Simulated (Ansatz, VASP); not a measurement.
One calculation of Ge, two programs

INCAR

```
ALGO = Normal
EDIFF = 1E-6
ENCUT = 520
ISIF = 2
ISMEAR = 0
LASPH = True
LCHARG = True
LELF = True
LREAL = False
LVHAR = True
LWAVE = False
NBANDS = 66
NELM = 60
PREC = Accurate
SIGMA = 0.15
```

Contents of KPOINTS:

```
k-points
0
Gamma
  9 9 9
```

The input POSCAR:

```
Ge
1.0
    4.9289000000      2.8457017418      1.8896000000
   -4.9289000000      2.8457017418      1.8896000000
    0.0000000000     -5.6914034836      1.8896000000
Ge
8
Direct
    0.7160372198      0.7160372198      0.7160372198
    0.2839627802      0.2839627802      0.2839627802
    0.0289443365      0.7253625346      0.5322921793
    0.5322921793      0.0289443365      0.7253625346
    0.7253625346      0.5322921793      0.0289443365
    0.9710556635      0.2746374654      0.4677078207
    0.4677078207      0.9710556635      0.2746374654
    0.2746374654      0.4677078207      0.9710556635
```

Input for Ansatz:

```yaml
crystal:
  lattice:
    - [4.9289, 2.8457017418, 1.8896]
    - [-4.9289, 2.8457017418, 1.8896]
    - [0.0, -5.6914034836, 1.8896]
  atoms:
    - { symbol: Ge, position: [0.7160372198, 0.7160372198, 0.7160372198] }
    - { symbol: Ge, position: [0.2839627802, 0.2839627802, 0.2839627802] }
    - { symbol: Ge, position: [0.0289443365, 0.7253625346, 0.5322921793] }
    - { symbol: Ge, position: [0.5322921793, 0.0289443365, 0.7253625346] }
    - { symbol: Ge, position: [0.7253625346, 0.5322921793, 0.0289443365] }
    - { symbol: Ge, position: [0.9710556635, 0.2746374654, 0.4677078207] }
    - { symbol: Ge, position: [0.4677078207, 0.9710556635, 0.2746374654] }
    - { symbol: Ge, position: [0.2746374654, 0.4677078207, 0.9710556635] }
basis:
  ecutwfc: 420
kpoints:
  mp_grid: { grid: [9, 9, 9] }
hamiltonian:
  xc: lda
  pseudopotentials: { kind: paw, azcp: { folder: soft_1 } }
scf:
  occupations: { method: gaussian, width: 0.15 }
output:
  forces: true
  stress: true
  eigenvalues: true
```

Alike in both runs: task single point; functional LDA; k mesh 9 × 9 × 9; occupations gaussian, width 0.15 eV; no spin polarisation.

|  | VASP | Ansatz |
| --- | --- | --- |
| version | VASP 6.6.1 | Ansatz 0.2.0 |
| potentials or method | VASP PAW LDA potentials, release 64 (Ge_d), cutoff 520 eV | scalar-relativistic, plane waves, PAW |
| valence electrons in the cell | 112 | 112 |

VASP gave:

```
gap on the k mesh at the Fermi level (eV)                     : none
pressure (GPa)                                                : 0.7
traceless stress, the component that is largest in VASP (GPa) : 3.38
rms of the force components (eV/Å)                            : 0.159
```

Q: Which values does Ansatz return?

A: gap on the k mesh at the Fermi level (eV): none; pressure (GPa): 0.5; traceless stress, the component that is largest in VASP (GPa): 3.36; rms of the force components (eV/Å): 0.156.

Ansatz warns that its potentials were made for another functional, while VASP's fit it. LDA's correlation is that of Perdew and Zunger in VASP and of Perdew and Wang (1992) in Ansatz. Atom by atom the forces differ by 0.005 eV/Å (rms over components). A gap of «none» marks a metal or a gap that the smearing closes.
